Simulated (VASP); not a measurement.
# Sb (Fm-3m) in VASP: notebook

Runs on Sb. Level: LDA. Tasks: density of states.

Everything below comes from runs of VASP 6.6.1. Logs are shortened: lines on timing, memory, paths and dates and some standing lists are left out, and cuts for length are marked.

## (1) The cell of the first run

Symmetry: Fm-3m, No. 225, cubic system. The conventional cell has a = 3.454 Å, b = 3.454 Å, c = 3.454 Å, α = 90.00°, β = 90.00°, γ = 90.00°. Within 3.2 Å of Sb (site symmetry m-3m) lie 12 Sb at 2.44 Å.

## (2) Density of states, LDA (volume scaled by 0.4)

POSCAR

```
Sb
1.0
    0.0000000000      1.7270435996      1.7270435996
    1.7270435996      0.0000000000      1.7270435996
    1.7270435996      1.7270435996      0.0000000000
Sb
1
Direct
    0.0000000000      0.0000000000      0.0000000000
```

INCAR.step1

```
SYSTEM = Sb
PREC     = Accurate       ! precision mode
ENCUT    = 520            ! plane-wave cutoff, eV
EDIFF    = 1E-6           ! SCF threshold, eV
ISMEAR   = -1             ! smearing method
SIGMA    = 0.1            ! smearing width, eV
LREAL    = .False.        ! projectors in reciprocal space
LASPH    = .True.         ! aspherical terms in the spheres
NELM     = 100            ! most SCF steps
ALGO     = Normal         ! electronic algorithm
ISIF     = 2              ! what is computed and relaxed
LWAVE    = .False.        ! write WAVECAR
LCHARG   = .True.         ! write CHGCAR
GGA      = CA             ! functional
NBANDS   = 8              ! bands
```

KPOINTS.step1

```
Automatic mesh
0
Gamma
  15 15 15
  0 0 0
```

INCAR.step2

```
SYSTEM = Sb
PREC     = Accurate       ! precision mode
ENCUT    = 520            ! plane-wave cutoff, eV
EDIFF    = 1E-6           ! SCF threshold, eV
ISMEAR   = -5             ! smearing method
SIGMA    = 0.1            ! smearing width, eV
LREAL    = .False.        ! projectors in reciprocal space
LASPH    = .True.         ! aspherical terms in the spheres
NELM     = 100            ! most SCF steps
ALGO     = Normal         ! electronic algorithm
ISIF     = 2              ! what is computed and relaxed
LWAVE    = .False.        ! write WAVECAR
LCHARG   = .False.        ! write CHGCAR
GGA      = CA             ! functional
LORBIT   = 11             ! projections on sites
NBANDS   = 8              ! bands
NEDOS    = 2001           ! points of the DOS
ICHARG   = 11             ! starting density
```

KPOINTS.step2

```
Automatic mesh
0
Gamma
  23 23 23
  0 0 0
```

Potentials or basis: VASP PAW LDA potentials, release 64 (Sb).

On the command line:

```console
> cat potpaw_LDA.64/Sb/POTCAR > POTCAR
> cp INCAR.step1 INCAR
> cp KPOINTS.step1 KPOINTS
> mpirun -np 1 vasp_std > vasp.out
> cp INCAR.step2 INCAR
> cp KPOINTS.step2 KPOINTS
> mpirun -np 1 vasp_std > vasp.out
```

OUTCAR:

```text
SYSTEM = Sb
   PREC = Accurate
   ENCUT = 520
   EDIFF = 1E-6
   ISMEAR = -5
   LREAL = .False.
   LASPH = .True.
   NELM = 100
   ISIF = 2
   GGA = CA
   LORBIT = 11
   ICHARG = 11

 ion  position               nearest neighbor table
   1  0.000  0.000  0.000-

  LATTYP: Found a face centered cubic cell.
 ALAT       =     3.4540871992

  Lattice vectors:

 A1 = (   0.0000000000,   1.7270435996,   1.7270435996)
 A2 = (   1.7270435996,   0.0000000000,   1.7270435996)
 A3 = (   1.7270435996,   1.7270435996,   0.0000000000)

Analysis of symmetry for initial positions (statically):
=====================================================================
 Subroutine PRICEL returns:
 Original cell was already a primitive cell.

 Routine SETGRP: Setting up the symmetry group for a
 face centered cubic supercell.

 Subroutine GETGRP returns: Found 48 space group operations
 (whereof 48 operations were pure point group operations)
 out of a pool of 48 trial point group operations.

The static configuration has the point symmetry O_h .

Analysis of symmetry for dynamics (positions and initial velocities):
=====================================================================
 Subroutine PRICEL returns:
 Original cell was already a primitive cell.

 Routine SETGRP: Setting up the symmetry group for a
 face centered cubic supercell.

 Subroutine GETGRP returns: Found 48 space group operations
 (whereof 48 operations were pure point group operations)
 out of a pool of 48 trial point group operations.

The dynamic configuration has the point symmetry O_h .

 Subroutine INISYM returns: Found 48 space group operations
 (whereof 48 operations are pure point group operations),
 and found     1 'primitive' translations

----------------------------------------------------------------------------------------

                                     Primitive cell

  volume of cell :      10.3024

  direct lattice vectors                    reciprocal lattice vectors
     0.000000000  1.727043600  1.727043600    -0.289512089  0.289512089  0.289512089
     1.727043600  0.000000000  1.727043600     0.289512089 -0.289512089  0.289512089
     1.727043600  1.727043600  0.000000000     0.289512089  0.289512089 -0.289512089

  length of vectors
     2.442408481  2.442408481  2.442408481     0.501449647  0.501449647  0.501449647

  position of ions in fractional coordinates (direct lattice)
[... 77 lines left out ...]
   ENCUT  =  520.0 eV  38.22 Ry    6.18 a.u.   4.54  4.54  4.54*2*pi/ulx,y,z
   NELM   =    100;   NELMIN=  2; NELMDL=  0     # of ELM steps
   EDIFF  = 0.1E-05   stopping-criterion for ELM
   LREAL  =      F    real-space projection
   EDIFFG = 0.1E-04   stopping-criterion for IOM
   NSW    =      0    number of steps for IOM
   IBRION =     -1    ionic relax: 0-MD 1-quasi-New 2-CG
   NFREE  =      0    steps in history (QN), initial steepest desc. (CG)
   ISIF   =      2    stress and relaxation
   ISYM   =      2    0-nonsym 1-usesym 2-fastsym
   POTIM  = 0.5000    time-step for ionic-motion
   TEBEG  =    0.0;   TEEND  =   0.0 temperature during run
   PSTRESS=    0.0 pullay stress
   NELECT =       5.0000    total number of electrons
   NUPDOWN=      -1.0000    fix difference up-down
   EMIN   =  10.00;   EMAX   =-10.00  energy-range for DOS
   EFERMI =   0.00;   METHOD = LEGACY
   ISMEAR =    -5;   SIGMA  =   0.10  broadening in eV -4-tet -1-fermi 0-gaus
   EFERMI_NEDOS =   21; number of points for ismear=-14 and -15
   IALGO  =     38    algorithm
   IMIX   =      4    mixing-type and parameters
     AMIX     =   0.40;   BMIX     =  1.00
     AMIX_MAG =   1.60;   BMIX_MAG =  1.00
  volume/ion in A,a.u.               =      10.30        69.52
  Fermi-wavevector in a.u.,A,eV,Ry     =   1.286525  2.431180 22.519633  1.655146
  Thomas-Fermi vector in A             =   2.418594
   LORBIT       =     11    0 simple, 1 ext, 2 COOP (PROOUT), +10 PAW based schemes
   GGA     = CA    functional components
   LHFCALC =     F    Hartree Fock is set to
   AEXX    =    0.0000 exact exchange contribution
   IVDW    =     0    specifies the selected vdW correction
   LEPSILON=     F    determine dielectric tensor
   LRPA    =     F    only Hartree local field effects (RPA)
 non-spin polarized calculation
 Fermi weights with tetrahedron method with Bloechl corrections
  energy-cutoff  :      520.00
  volume of cell :       10.30
 maximum number of plane-waves:       291

 number of electron       4.9999999 magnetization

 Free energy of the ion-electron system (eV)
  ---------------------------------------------------
  ext. energy  EPLUGINS =         0.00000000
  ---------------------------------------------------
  free energy    TOTEN  =         6.76390017 eV

  energy without entropy =        6.76390017  energy(sigma->0) =        6.76390017

 E-fermi :  28.7952     XC(G=0): -15.0185

 val. band max:       28.7738166685   @ k =  -0.4783   0.3913   0.0435
 cond. band min:      28.5349303068   @ k =  -0.3913   0.3043   0.1304
 fundamental gap:     -0.2388863617
 Fermi energy:        28.7952276045

 k-point     1 :       0.0000    0.0000    0.0000
  band No.  band energies     occupation
      1       3.1976      2.00000
      2      35.3917      0.00000
      3      40.6995      0.00000
      4      40.6995      0.00000
      5      40.6995      0.00000
      6      41.6692      0.00000
      7      41.6692      0.00000
      8      41.6692      0.00000
[... 243 lines left out ...]
 k-point    24 :      -0.4783    0.0435    0.0000
  band No.  band energies     occupation
      1      13.6209      2.00000
      2      15.9369      2.00000
      3      34.8190      0.00000
      4      37.0727      0.00000
      5      37.4210      0.00000
      6      40.6360      0.00000
      7      40.8620      0.00000
      8      44.9703      0.00000

 [... further k-points ...]
[... 5 lines left out ...]
  --------------------------------------------------------------------------------------
  -------------------------------------------------------------------------------------
  Total       35.7890211     35.7890211     35.7890211      0.0000000      0.0000000      0.0000000
  in kB     5565.7090801   5565.7090801   5565.7090801      0.0000000      0.0000000      0.0000000
  external PRESSURE =    5565.7090801 kB  Pullay stress =       0.0000000 kB

 VOLUME and BASIS-vectors are now :
 -----------------------------------------------------------------------------
  energy-cutoff  :      520.00
  volume of cell :       10.30
      direct lattice vectors                 reciprocal lattice vectors
     0.000000000  1.727043600  1.727043600    -0.289512089  0.289512089  0.289512089
     1.727043600  0.000000000  1.727043600     0.289512089 -0.289512089  0.289512089
     1.727043600  1.727043600  0.000000000     0.289512089  0.289512089 -0.289512089

 POSITION                                       TOTAL-FORCE (eV/Angst)
 -----------------------------------------------------------------------------------
      0.00000      0.00000      0.00000         0.000000      0.000000     -0.000000
 -----------------------------------------------------------------------------------
    total drift:                                0.000000      0.000000     -0.000000

  FREE ENERGIE OF THE ION-ELECTRON SYSTEM (eV)
  ---------------------------------------------------
  free  energy   TOTEN  =         6.7639001681 eV

  energy  without entropy=        6.7639001681  energy(sigma->0) =        6.76390017

 total charge

# of ion       s       p       d       tot
------------------------------------------
    1        1.352   1.909   0.470   3.731
```

OUTCAR.step1:

```text
SYSTEM = Sb
   PREC = Accurate
   ENCUT = 520
   EDIFF = 1E-6
   ISMEAR = -1
   LREAL = .False.
[... 481 lines left out ...]
 -----------------------------------------------------------------------------------
      0.00000      0.00000      0.00000         0.000000      0.000000      0.000000
 -----------------------------------------------------------------------------------
    total drift:                               -0.000000      0.000000      0.000000

  FREE ENERGIE OF THE ION-ELECTRON SYSTEM (eV)
  ---------------------------------------------------
  free  energy   TOTEN  =         6.7593284445 eV

  energy  without entropy=        6.7730519557  energy(sigma->0) =        6.76619020
```

OSZICAR.step1:

```text
N       E                     dE             d eps       ncg     rms          rms(c)
DAV:   1     0.168509889320E+02    0.16851E+02   -0.20713E+03  2248   0.452E+02
DAV:   2     0.635400150992E+01   -0.10497E+02   -0.97343E+01  2328   0.684E+01
DAV:   3     0.623446388846E+01   -0.11954E+00   -0.11945E+00  2696   0.792E+00
DAV:   4     0.623430782026E+01   -0.15607E-03   -0.15607E-03  2808   0.288E-01
DAV:   5     0.623430776548E+01   -0.54781E-07   -0.55952E-07  2640   0.444E-03    0.110E+01
DAV:   6     0.658932404110E+01    0.35502E+00   -0.77021E-02  2528   0.204E+00    0.713E+00
DAV:   7     0.675100660621E+01    0.16168E+00   -0.15877E-01  2600   0.298E+00    0.225E-01
DAV:   8     0.675932185884E+01    0.83153E-02   -0.10453E-02  2288   0.760E-01    0.754E-02
DAV:   9     0.675930128182E+01   -0.20577E-04   -0.11833E-04  2880   0.818E-02    0.153E-02
DAV:  10     0.675932579003E+01    0.24508E-04   -0.89977E-06  2344   0.223E-02    0.252E-02
DAV:  11     0.675932843510E+01    0.26451E-05   -0.12508E-06  2824   0.847E-03    0.101E-03
DAV:  12     0.675932844454E+01    0.94392E-08   -0.11217E-08  1512   0.892E-04
   1 F= 0.67593284E+01 E0= 0.67661902E+01  d E =-.137235E-01
```

It took 17 s on 1 thread of Intel Xeon 6975P-C, shared host; peak memory 0.14 GiB.

What came out:

| Item | Value |
| --- | --- |
| Valence electrons inside the program's atomic spheres | Sb 3.73 |

Caveat: spin-orbit coupling is left out, which moves the levels of the heavy elements; tetrahedron occupations give inexact forces and stress in metals.

(Continued in part 2 of 2.)
